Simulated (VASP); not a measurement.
S:

```
S
1.0
     5.67805    0.00000    0.00000
     0.00000    5.67805    0.00000
     0.00000    0.00000    2.94962
S
4
Direct
  0.88339 0.88339 0.50000
  0.11661 0.11661 0.50000
  0.38339 0.61661 0.00000
  0.61661 0.38339 0.00000
```

* Program: VASP 6.6.1
* Task: relaxation of the atoms
* Functional: PBE
* Potentials or basis: VASP PAW PBE potentials, release 64 (S)
* Cutoff: 520 eV
* k mesh: 2 × 1 × 5
* Occupations: gaussian, width 0.1 eV
* Spin: no spin polarisation

At the start: pressure 0.1 GPa; volume 23.77 Å³/atom.

Q: How do energy, volume and symmetry change on relaxing?

A: Over 25 steps the energy falls by 170.7 meV/atom; space group P4_2/mnm (No. 136, to 0.1 Å) before, Immm (No. 71, to 0.1 Å).

Step by step:
| step | energy change (eV) | largest force (eV/Å) | pressure (GPa) |
| --- | --- | --- | --- |
| 1 | 0.0000 | 0.6369 | 0.10 |
| 2 | 0.0165 | 1.0152 | -3.13 |
| 3 | -0.0153 | 0.2542 | -1.29 |
| 4 | -0.0262 | 0.2564 | -1.31 |
| 5 | -0.0585 | 0.2876 | -1.50 |
| 6 | -0.1163 | 0.5501 | -2.24 |
| 7 | -0.1342 | 1.7204 | -4.84 |
| 8 | -0.1495 | 1.0848 | -3.44 |
| 9 | -0.1528 | 1.0801 | -3.42 |
| 10 | -0.1626 | 1.0624 | -3.39 |
| 11 | -0.1814 | 1.0384 | -3.35 |
| 12 | -0.2169 | 1.0293 | -3.35 |
| 13 | -0.2804 | 1.1546 | -3.71 |
| 14 | -0.3300 | 1.8403 | -5.62 |
| 15 | -0.3959 | 1.7030 | -5.43 |
| 16 | -0.5003 | 1.6315 | -5.70 |
| 17 | -0.5870 | 1.0116 | -4.19 |
| 18 | -0.6282 | 0.1832 | -2.04 |
| 19 | -0.6299 | 0.1795 | -2.04 |
| 20 | -0.6348 | 0.1737 | -2.05 |
| 21 | -0.6440 | 0.1679 | -2.09 |
| 22 | -0.6592 | 0.1956 | -2.23 |
| 23 | -0.6745 | 0.4498 | -2.81 |
| 24 | -0.6785 | 0.3026 | -2.57 |
| 25 | -0.6827 | 0.0788 | -1.99 |

Final structure:
```xyz
4
Lattice="5.6781 0.0000 0.0000 0.0000 5.6781 0.0000 0.0000 0.0000 2.9496" Properties=species:S:1:pos:R:3 pbc="T T T"
S     5.6567    4.7211    1.4748
S     0.0214    0.9569    1.4748
S     2.8184    3.7969    0.0000
S     2.8597    1.8812    2.9496
```

Caveat: the k points lie up to 1.11 Å⁻¹ apart, too coarse for converged energies and pressures of a metal; this functional lacks dispersion, which holds the molecules together, so the pressure and a relaxed volume are unreliable; the relaxation stopped at a loose force limit of 0.09 eV/Å, so its end isn't a converged minimum.
